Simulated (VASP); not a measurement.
A run of VASP 6.6.1:

INCAR

```
PREC = Accurate
ENCUT = 520
EDIFF = 1E-6
ISMEAR = -1
SIGMA = 0.05
LREAL = F
LASPH = T
NELM = 150
ALGO = Normal
ISIF = 2
LWAVE = F
LCHARG = T
ISPIN = 2
MAGMOM = 7 7
LORBIT = 11
LMAXMIX = 6
GGA = CA
LELF = T
LVHAR = T
NBANDS = 29
```

Contents of KPOINTS:

```
regular mesh
0
Gamma
  10 10 6
```

The input POSCAR:

```
Gd
1.0
    3.4841536656      0.0000000000      0.0000000000
   -1.7420768328      3.0173655851      0.0000000000
    0.0000000000      0.0000000000      5.5867162251
Gd
2
Direct
    0.3333333333      0.6666666667      0.2500000000
    0.6666666667      0.3333333333      0.7500000000
```

Potentials or basis: VASP PAW PBE potentials, release 64 (Gd).

Command:

```console
$ cat potpaw_PBE.64/Gd/POTCAR > POTCAR
$ mpirun -np 1 vasp_std > vasp.out
```

Hardware: 1 thread of Intel(R) Xeon(R) Platinum 8259CL CPU @ 2.50GHz (Skylake/Cascade Lake), on a shared host.

Problem. How long does it take, and how much memory?

Solution. It took 10 min on 1 thread of Intel(R) Xeon(R) Platinum 8259CL CPU @ 2.50GHz (Skylake/Cascade Lake), on a shared host, peak memory 0.28 GiB. Counts: scf iterations 41, k points 56.
